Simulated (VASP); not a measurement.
# Mg: single point with r2SCAN

Mg:

```
Mg
1.0
     1.59269    0.91954    7.69988
    -1.59269    0.91954    7.69988
     0.00000   -1.83908    7.69988
Mg
3
Direct
  0.00000 0.00000 0.00000
  0.22194 0.22194 0.22194
  0.77806 0.77806 0.77806
```

```yaml
Program: VASP 6.6.1
Task: single point
Functional: r2SCAN
Potentials_or_basis: VASP PAW PBE potentials, release 64 (Mg)
Cutoff: 520 eV
k_mesh: 6 × 6 × 6
Occupations: gaussian, width 0.1 eV
Spin: no spin polarisation
Dipole_correction: no
Further_INCAR_settings: ALGO = Normal; EDIFF = 1e-07; NBANDS = 10
```

```
Pressure               : -0.1 GPa
Largest force          : 0.012 eV/Å
Band gap on the k mesh : zero (bands 3 and 4 overlap by 1.19 eV)
```

Forces on the atoms (eV/Å):
```
Mg   0.000  0.000  0.000
Mg   0.000  0.000  0.012
Mg   0.000  0.000 -0.012
```

Stress tensor (GPa, compression positive):
```
-0.04  0.00  0.00
 0.00 -0.04  0.00
 0.00  0.00 -0.34
```

Levels at points of the mesh, in eV from the Fermi level:
```csv
k point,band 1,band 2,band 3,band 4,band 5,band 6
"(0.00, 0.00, 0.00)",-7.39,-4.72,-4.71,3.02,3.03,12.02
"(0.50, 0.00, 0.00)",-2.28,-2.10,-0.88,0.04,1.12,1.46
"(0.50, 0.50, 0.00)",-2.06,-1.91,-1.43,-0.68,2.10,2.53
"(0.50, 0.50, 0.50)",-6.72,-6.71,-1.81,-1.04,8.47,8.49
```

Run time: 5.7 min on 1 thread of AMD EPYC 7R13 Processor (Zen 3), with other jobs on the host, peak memory 0.49 GiB.

Caveat: the k points lie up to 0.38 Å⁻¹ apart, too coarse for converged energies and pressures of a metal; the PAW data sets were made with another functional, which shifts forces and pressure a little.
